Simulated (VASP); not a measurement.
Set up this calculation in VASP 6.6.1, as the native input.

- Task: relaxation of cell and atoms
- Functional: PBEsol
- Potentials or basis: VASP PAW PBE potentials, release 64 (Sb)
- Cutoff: 600 eV
- k mesh: 12 × 12 × 12
- Occupations: fermi-dirac, width 0.15 eV
- Spin: no spin polarisation
- Dipole correction: no
- Further INCAR settings: ALGO = Normal; EDIFF = 1e-06; IBRION = 2; EDIFFG = -0.001; NSW = 80; ISIF = 3

The structure of Sb lies in POSCAR:

```
Sb
1.0
    2.1610267024      1.2476693484      3.6868246410
   -2.1610267024      1.2476693484      3.6868246410
    0.0000000000     -2.4953386967      3.6868246410
Sb
2
Direct
    0.2356859576      0.2356859576      0.2356859576
    0.7643140424      0.7643140424      0.7643140424
```

One way to write it, as run:

INCAR

```
ALGO     = Normal         # electronic algorithm
EDIFF    = 1E-6           # SCF threshold, eV
EDIFFG   = -0.001         # ionic threshold
ENCUT    = 600            # plane-wave cutoff, eV
GGA      = PS             # functional
IBRION   = 2              # ionic algorithm
ISIF     = 3              # what is computed and relaxed
ISMEAR   = -1             # smearing method
LASPH    = T              # aspherical terms in the spheres
LCHARG   = F              # write CHGCAR
LREAL    = F              # projectors in reciprocal space
LWAVE    = F              # write WAVECAR
NELM     = 80             # most SCF steps
NSW      = 80             # ionic steps
PREC     = Accurate       # precision mode
SIGMA    = 0.15           # smearing width, eV
```

KPOINTS

```
k-points
0
Gamma
  12 12 12
```

Potentials or basis: VASP PAW PBE potentials, release 64 (Sb).

Command:

```console
$ cat potpaw_PBE.64/Sb/POTCAR > POTCAR
$ mpirun -np 1 vasp_std > vasp.out
```

It gave:

```yaml
Relaxed_volume: 29.68 Å³/atom
Relaxed_cell: a = 4.439 Å, b = 4.439 Å, c = 4.439 Å, α = 58.23°, β = 58.23°, γ = 58.23°
Space_group_after_relaxing_to_0.1_Å: R-3m (No. 166)
Energy_gained_by_relaxing: 0.8 meV/atom
Ionic_steps: 51
Pressure_after_relaxing: 0.0 GPa
Band_gap_on_the_k_mesh: zero (bands 5 and 6 overlap by 0.26 eV)
```

Caveat: the PAW data sets were made with another functional, which shifts forces and pressure a little; spin-orbit coupling is left out, which moves the levels of the heavy elements.

Wall time 18 min on 1 thread of Intel(R) Xeon(R) Platinum 8375C CPU @ 2.90GHz (Ice Lake) (shared host), peak memory 0.3 GiB.
